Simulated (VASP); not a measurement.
# Co: single point with PBE+U

Co:

```
Co
1.0
     0.00000    3.58900    3.58900
     1.79450    0.00000    1.79450
     1.79450    1.79450    0.00000
Co
2
Direct
  0.00000 0.00000 0.00000
  0.50000 0.00000 0.00000
```

```json
{"Program": "VASP 6.6.1", "Task": "single point", "Functional": "PBE", "Potentials or basis": "VASP PAW PBE potentials, release 64 (Co)", "Cutoff": "600 eV", "k mesh": "6 × 12 × 12", "Occupations": "fermi-dirac, width 0.05 eV", "Spin": "no spin polarisation", "Hubbard terms": "Co d U = 2.7 eV"}
```

The pressure is -25.5 GPa. The band gap on the k mesh is zero (band 9 reaches 9.26 eV, above the bottom of band 10 at 8.04 eV).

Levels at points of the mesh, in eV from the Fermi level:
| k point | band 7 | band 8 | band 9 | band 10 | band 11 | band 12 |
| --- | --- | --- | --- | --- | --- | --- |
| (0.00, 0.00, 0.00) | -1.46 | -0.77 | -0.77 | 0.30 | 0.30 | 0.43 |
| (0.50, 0.00, 0.00) | -1.43 | -1.43 | -0.48 | -0.48 | -0.48 | -0.48 |
| (0.00, 0.50, 0.00) | 0.30 | 0.30 | 0.43 | 0.66 | 0.66 | 3.09 |
| (0.50, 0.50, 0.00) | -0.92 | -0.92 | 0.39 | 0.39 | 3.08 | 3.08 |

Eigenvalues of the final occupation matrices:
```tsv
site	spin	trace	eigenvalues
site 1 d	1	3.68	0.66 0.66 0.66 0.85 0.85
site 1 d	2	3.68	0.66 0.66 0.66 0.85 0.85
site 2 d	1	3.68	0.66 0.66 0.66 0.85 0.85
site 2 d	2	3.68	0.66 0.66 0.66 0.85 0.85
```

Run time: 52 s on 1 thread of Intel Xeon 8259CL, on a shared host, peak memory 0.17 GiB.

Caveat: the run has no spin polarisation, though such a crystal can be magnetic; U without spin polarisation on a metal has little footing; the U is typed as a test and isn't derived for this compound. Spin polarisation is off, so any magnetic state and its effect on volume and gap are missing.
